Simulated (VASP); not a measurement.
# Zn3AsN (Pm-3m) in VASP: further runs

Runs on Zn3AsN. Level: PBE. Tasks: relaxation of cell and atoms, single point.

All numbers are computed with VASP 6.6.1; they aren't measurements. Logs are shortened: lines on timing, memory, paths and dates and some standing lists are left out, and cuts for length are marked.

### Step 1. The cell of the first run

It takes space group Pm-3m (No. 221, cubic). Conventional cell: a = 3.944 Å, b = 3.944 Å, c = 3.944 Å, α = 90.00°, β = 90.00°, γ = 90.00°. Zn (site symmetry 4/mmm) has 2 N at 1.97 Å within 2.6 Å. As (site symmetry m-3m) has 12 Zn at 2.79 Å and 8 N at 3.42 Å within 3.7 Å. Within 2.6 Å of N (site symmetry m-3m) lie 6 Zn at 1.97 Å.

### Step 2. Relaxation of cell and atoms, PBE

Input file INCAR:

```
SYSTEM = Zn3AsN
PREC = Accurate
ENCUT = 600
EDIFF = 1E-7
ISMEAR = 0
SIGMA = 0.1
LREAL = .False.
LASPH = .True.
NELM = 100
ALGO = Normal
ISIF = 3
LWAVE = .False.
LCHARG = .False.
GGA = PE
IBRION = 2
NSW = 100
EDIFFG = -0.05
```

Input file KPOINTS:

```
Automatic mesh
0
Gamma
  6 6 6
  0 0 0
```

Input file POSCAR:

```
Zn3AsN
1.0
    3.9437193550      0.0000000000      0.0000000000
    0.0000000000      3.9437193550      0.0000000000
    0.0000000000      0.0000000000      3.9437193550
Zn As N
3 1 1
Direct
    0.0000000000      0.5000000000      0.5000000000
    0.5000000000      0.0000000000      0.5000000000
    0.5000000000      0.5000000000      0.0000000000
    0.0000000000      0.0000000000      0.0000000000
    0.5000000000      0.5000000000      0.5000000000
```

Potentials or basis: VASP PAW PBE potentials, release 64 (Zn, As, N).

The run is started by

```bash
cat potpaw_PBE.64/Zn/POTCAR potpaw_PBE.64/As/POTCAR potpaw_PBE.64/N/POTCAR > POTCAR
mpirun -np 1 vasp_std > vasp.out
```

OUTCAR:

```text
SYSTEM = Zn3AsN
   PREC = Accurate
   ENCUT = 600
   EDIFF = 1E-7
   ISMEAR = 0
   LREAL = .False.
   LASPH = .True.
   NELM = 100
   ISIF = 3
   GGA = PE
   IBRION = 2
   NSW = 100
   EDIFFG = -0.05

 ion  position               nearest neighbor table
   1  0.000  0.500  0.500-   5 1.97   5 1.97   4 2.79   2 2.79   3 2.79   4 2.79   2 2.79   4 2.79
                             4 2.79   2 2.79   3 2.79   3 2.79   3 2.79   2 2.79
   2  0.500  0.000  0.500-   5 1.97   5 1.97   4 2.79   1 2.79   3 2.79   4 2.79   1 2.79   3 2.79
                             3 2.79   3 2.79   1 2.79   4 2.79   4 2.79   1 2.79
   3  0.500  0.500  0.000-   5 1.97   5 1.97   4 2.79   1 2.79   1 2.79   2 2.79   2 2.79   2 2.79
                             4 2.79   2 2.79   1 2.79   4 2.79   1 2.79   4 2.79
   4  0.000  0.000  0.000-   1 2.79   2 2.79   3 2.79   1 2.79   2 2.79   1 2.79   3 2.79   1 2.79
                             2 2.79   3 2.79   2 2.79   3 2.79
   5  0.500  0.500  0.500-   1 1.97   2 1.97   3 1.97   3 1.97   2 1.97   1 1.97

  LATTYP: Found a simple cubic cell.
 ALAT       =     3.9437193550

  Lattice vectors:

 A1 = (   3.9437193550,   0.0000000000,   0.0000000000)
 A2 = (   0.0000000000,   3.9437193550,   0.0000000000)
 A3 = (   0.0000000000,   0.0000000000,   3.9437193550)

Analysis of symmetry for initial positions (statically):
=====================================================================
 Subroutine PRICEL returns:
 Original cell was already a primitive cell.

 Routine SETGRP: Setting up the symmetry group for a
 simple cubic supercell.

 Subroutine GETGRP returns: Found 48 space group operations
 (whereof 48 operations were pure point group operations)
 out of a pool of 48 trial point group operations.

The static configuration has the point symmetry O_h .

Analysis of symmetry for dynamics (positions and initial velocities):
=====================================================================
 Subroutine PRICEL returns:
 Original cell was already a primitive cell.

 Routine SETGRP: Setting up the symmetry group for a
 simple cubic supercell.

 Subroutine GETGRP returns: Found 48 space group operations
 (whereof 48 operations were pure point group operations)
 out of a pool of 48 trial point group operations.

The dynamic configuration has the point symmetry O_h .

 Subroutine INISYM returns: Found 48 space group operations
 (whereof 48 operations are pure point group operations),
 and found     1 'primitive' translations

----------------------------------------------------------------------------------------

                                     Primitive cell

  volume of cell :      61.3364

  direct lattice vectors                    reciprocal lattice vectors
     3.943719355  0.000000000  0.000000000     0.253567739  0.000000000  0.000000000
     0.000000000  3.943719355  0.000000000     0.000000000  0.253567739  0.000000000
     0.000000000  0.000000000  3.943719355     0.000000000  0.000000000  0.253567739

  length of vectors
     3.943719355  3.943719355  3.943719355     0.253567739  0.253567739  0.253567739

  position of ions in fractional coordinates (direct lattice)
     0.000000000  0.500000000  0.500000000
     0.500000000  0.000000000  0.500000000
     0.500000000  0.500000000  0.000000000
     0.000000000  0.000000000  0.000000000
     0.500000000  0.500000000  0.500000000

  ion indices of the primitive-cell ions
   primitive index   ion index
                 1           1
                 2           2
                 3           3
                 4           4
                 5           5

----------------------------------------------------------------------------------------

 KPOINTS: Automatic mesh

Automatic generation of k-mesh.
 Grid dimensions read from file:
 generate k-points for:    6    6    6

 Generating k-lattice:

  Cartesian coordinates                     Fractional coordinates (reciprocal lattice)
     0.042261290  0.000000000  0.000000000     0.166666667  0.000000000  0.000000000
     0.000000000  0.042261290  0.000000000     0.000000000  0.166666667  0.000000000
     0.000000000  0.000000000  0.042261290     0.000000000  0.000000000  0.166666667

  Length of vectors
     0.042261290  0.042261290  0.042261290

  Shift w.r.t. Gamma in fractional coordinates (k-lattice)
     0.000000000  0.000000000  0.000000000

 Subroutine IBZKPT returns following result:
 ===========================================

 Found     20 irreducible k-points:

 Following reciprocal coordinates:
            Coordinates               Weight
  0.000000  0.000000  0.000000      1.000000
  0.166667  0.000000  0.000000      6.000000
  0.333333  0.000000  0.000000      6.000000
  0.500000  0.000000  0.000000      3.000000
  0.166667  0.166667  0.000000     12.000000
  0.333333  0.166667  0.000000     24.000000
[... 12 lines left out ...]
  0.500000  0.500000  0.333333      6.000000
  0.500000  0.500000  0.500000      1.000000
   k-points           NKPTS =     20   k-points in BZ     NKDIM =     20   number of bands    NBANDS=     27
   number of dos      NEDOS =    301   number of ions     NIONS =      5
   total plane-waves  NPLWV =  32768
   dimension x,y,z NGX =    32 NGY =   32 NGZ =   32
   dimension x,y,z NGXF=    64 NGYF=   64 NGZF=   64
   ions per type =               3   1   1
   NGX,Y,Z   is equivalent  to a cutoff of  13.49, 13.49, 13.49 a.u.
   NGXF,Y,Z  is equivalent  to a cutoff of  26.98, 26.98, 26.98 a.u.
 SYSTEM =  Zn3AsN
   PREC   = accura    normal or accurate (medium, high low for compatibility)
   ISTART =      0    job   : 0-new  1-cont  2-samecut
   ICHARG =      2    charge: 1-file 2-atom 10-const
   ISPIN  =      1    spin polarized calculation?
   LNONCOLLINEAR =      F non collinear calculations
   LSORBIT =      F    spin-orbit coupling
   LASPH  =      T    aspherical Exc in radial PAW
   ENCUT  =  600.0 eV  44.10 Ry    6.64 a.u.   7.88  7.88  7.88*2*pi/ulx,y,z
   NELM   =    100;   NELMIN=  2; NELMDL= -5     # of ELM steps
   EDIFF  = 0.1E-06   stopping-criterion for ELM
   LREAL  =      F    real-space projection
   EDIFFG = -.5E-01   stopping-criterion for IOM
   NSW    =    100    number of steps for IOM
   IBRION =      2    ionic relax: 0-MD 1-quasi-New 2-CG
   NFREE  =      1    steps in history (QN), initial steepest desc. (CG)
   ISIF   =      3    stress and relaxation
   ISYM   =      2    0-nonsym 1-usesym 2-fastsym
   POTIM  = 0.5000    time-step for ionic-motion
   TEBEG  =    0.0;   TEEND  =   0.0 temperature during run
   PSTRESS=    0.0 pullay stress
   NELECT =      46.0000    total number of electrons
   NUPDOWN=      -1.0000    fix difference up-down
   EMIN   =  10.00;   EMAX   =-10.00  energy-range for DOS
   EFERMI =   0.00;   METHOD = LEGACY
   ISMEAR =     0;   SIGMA  =   0.10  broadening in eV -4-tet -1-fermi 0-gaus
   EFERMI_NEDOS =   21; number of points for ismear=-14 and -15
   IALGO  =     38    algorithm
   IMIX   =      4    mixing-type and parameters
     AMIX     =   0.40;   BMIX     =  1.00
     AMIX_MAG =   1.60;   BMIX_MAG =  1.00
  volume/ion in A,a.u.               =      12.27        82.78
  Fermi-wavevector in a.u.,A,eV,Ry     =   1.487378  2.810737 30.100090  2.212294
  Thomas-Fermi vector in A             =   2.600546
   LORBIT       =      0    0 simple, 1 ext, 2 COOP (PROOUT), +10 PAW based schemes
   GGA     = PE    functional components
   LHFCALC =     F    Hartree Fock is set to
   AEXX    =    0.0000 exact exchange contribution
   IVDW    =     0    specifies the selected vdW correction
   LEPSILON=     F    determine dielectric tensor
   LRPA    =     F    only Hartree local field effects (RPA)
 conjugate gradient relaxation of ions
 non-spin polarized calculation
 Gauss-broadening in eV      SIGMA  =   0.10
  energy-cutoff  :      600.00
  volume of cell :       61.34
 maximum number of plane-waves:      2103
 NGX is ok and might be reduce to    32
   NGX = 15   NGY = 15   NGZ = 15

--------------------------------------- Ionic step        1  -------------------------------------------

 number of electron      45.9999990 magnetization

 Free energy of the ion-electron system (eV)
  ---------------------------------------------------
  ext. energy  EPLUGINS =         0.00000000
  ---------------------------------------------------
  free energy    TOTEN  =       -14.39803622 eV

  energy without entropy =      -14.39792009  energy(sigma->0) =      -14.39797816

 E-fermi :   5.7424     XC(G=0): -12.1461

 val. band max:        5.5442060203   @ k =   0.5000   0.1667   0.1667
 cond. band min:       5.9085957393   @ k =   0.5000   0.5000   0.0000
 fundamental gap:      0.3643897191
 Fermi energy:         5.7424434093

 k-point     1 :       0.0000    0.0000    0.0000
  band No.  band energies     occupation
      1     -11.8204      2.00000
      2      -6.6049      2.00000
      3      -2.5938      2.00000
      4      -2.5938      2.00000
      5      -2.5938      2.00000
      6      -2.4698      2.00000
[... 19 lines left out ...]
     26       6.5233      0.00000
     27      13.3122      0.00000
[... 629 lines left out ...]
 POSITION                                       TOTAL-FORCE (eV/Angst)
 -----------------------------------------------------------------------------------
     -0.00000      2.16086      2.16086         0.000000      0.000000      0.000000
      2.16086      0.00000      2.16086        -0.000000      0.000000      0.000000
      2.16086      2.16086      0.00000        -0.000000     -0.000000      0.000000
      0.00000      0.00000      0.00000        -0.000000     -0.000000      0.000000
      2.16086      2.16086      2.16086         0.000000     -0.000000      0.000000
 -----------------------------------------------------------------------------------
    total drift:                                0.000000     -0.000000     -0.000000

  FREE ENERGIE OF THE ION-ELECTRON SYSTEM (eV)
  ---------------------------------------------------
  free  energy   TOTEN  =       -14.9713788548 eV

  energy  without entropy=      -14.9671884997  energy(sigma->0) =      -14.96928368

--------------------------------------- Ionic step        3  -------------------------------------------

 number of electron      45.9999928 magnetization

 Free energy of the ion-electron system (eV)
  ---------------------------------------------------
  ext. energy  EPLUGINS =         0.00000000
  ---------------------------------------------------
  free energy    TOTEN  =       -15.19137681 eV

  energy without entropy =      -15.18990269  energy(sigma->0) =      -15.19063975

 E-fermi :   3.9970     XC(G=0): -11.2654

 val. band max:        3.8858442199   @ k =   0.5000   0.1667   0.1667
 cond. band min:       4.1540371605   @ k =   0.0000   0.0000   0.0000
 fundamental gap:      0.2681929406
 Fermi energy:         3.9970224708

 k-point     1 :       0.0000    0.0000    0.0000
  band No.  band energies     occupation
      1     -11.9640      2.00000
      2      -7.1716      2.00000
      3      -3.6477      2.00000
      4      -3.6477      2.00000
      5      -3.6477      2.00000
      6      -3.5652      2.00000
[... 19 lines left out ...]
     26       4.1540      0.02638
     27      11.1385      0.00000
[... 590 lines left out ...]
 POSITION                                       TOTAL-FORCE (eV/Angst)
 -----------------------------------------------------------------------------------
     -0.00000      2.08800      2.08800         0.000000      0.000000      0.000000
      2.08800      0.00000      2.08800        -0.000000      0.000000      0.000000
      2.08800      2.08800      0.00000        -0.000000     -0.000000      0.000000
      0.00000      0.00000      0.00000        -0.000000     -0.000000      0.000000
      2.08800      2.08800      2.08800         0.000000     -0.000000      0.000000
 -----------------------------------------------------------------------------------
    total drift:                                0.000000     -0.000000     -0.000000

  FREE ENERGIE OF THE ION-ELECTRON SYSTEM (eV)
  ---------------------------------------------------
  free  energy   TOTEN  =       -15.1913768110 eV

  energy  without entropy=      -15.1899026904  energy(sigma->0) =      -15.19063975

 reached required accuracy - stopping structural energy minimisation
```

Wall time 88 s (1 thread of Intel Xeon Platinum 8488C (Sapphire Rapids), shared host); peak memory 0.2 GiB.

What came out:

| Quantity | Value |
| --- | --- |
| Free energy | -15.1914 eV |
| Relaxed volume | 14.57 Å³/atom |
| Relaxed cell | a = 4.176 Å, b = 4.176 Å, c = 4.176 Å, α = 90.00°, β = 90.00°, γ = 90.00° |
| Space group after relaxing (to 0.05 Å) | Pm-3m (No. 221) |
| Energy gained by relaxing | 158.7 meV/atom |
| Ionic steps | 3 |
| Pressure after relaxing | 0.1 GPa |
| Band gap on the k mesh | zero (band 23 reaches 3.89 eV, above the bottom of band 24 at 3.62 eV) |

The path:
```tsv
step	energy change (eV)	largest force (eV/Å)	pressure (GPa)	volume (Å³)
1	0.0000	0.0000	25.95	61.34
2	-0.5733	0.0000	-8.18	80.72
3	-0.7933	0.0000	0.10	72.83
```

Final structure:
```
Zn As N
1.0
     4.17600    0.00000    0.00000
     0.00000    4.17600    0.00000
     0.00000    0.00000    4.17600
Zn As N
3 1 1
Direct
  0.00000 0.50000 0.50000
  0.50000 0.00000 0.50000
  0.50000 0.50000 0.00000
  0.00000 0.00000 0.00000
  0.50000 0.50000 0.50000
```

Caveat: the volume moved by over 15 % at a fixed basis, so the end points are rough.

[end of part 1 of 2]
